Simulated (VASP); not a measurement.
A run of VASP 6.6.1 is set up as follows.

Contents of INCAR:

```
PREC     = Accurate       # precision mode
ENCUT    = 520            # plane-wave cutoff, eV
EDIFF    = 1E-7           # SCF threshold, eV
ISMEAR   = 0              # smearing method
SIGMA    = 0.05           # smearing width, eV
LREAL    = False          # projectors in reciprocal space
LASPH    = True           # aspherical terms in the spheres
NELM     = 80             # most SCF steps
ALGO     = Normal         # electronic algorithm
ISIF     = 2              # what is computed and relaxed
LWAVE    = False          # write WAVECAR
LCHARG   = False          # write CHGCAR
GGA      = PE             # functional
IVDW     = 12             # dispersion correction
NBANDS   = 14             # bands
```

File KPOINTS:

```
regular mesh
0
Gamma
  18 18 18
```

The input POSCAR:

```
HfC
1.0
    2.9008889300      0.0000000000      0.0000000000
    0.0000000000      2.9008889300      0.0000000000
    0.0000000000      0.0000000000      2.9008889300
Hf C
1 1
Direct
    0.0000000000      0.0000000000      0.0000000000
    0.5000000000      0.5000000000      0.5000000000
```

Potentials or basis: VASP PAW PBE potentials, release 64 (Hf_pv, C).

Run with:

```console
$ cat potpaw_PBE.64/Hf_pv/POTCAR potpaw_PBE.64/C/POTCAR > POTCAR
$ mpirun -np 1 vasp_std > vasp.out
```

Estimate the band gap on the k mesh.

zero (band 7 reaches 7.67 eV, above the bottom of band 8 at 5.75 eV).

What does it give for the dispersion energy per atom?

-0.367 eV.

Estimate the pressure.

-6.3 GPa.

Caveat: spin-orbit coupling is left out, which moves the levels of the heavy elements; pairwise dispersion overbinds metals, which lowers pressure and volume.
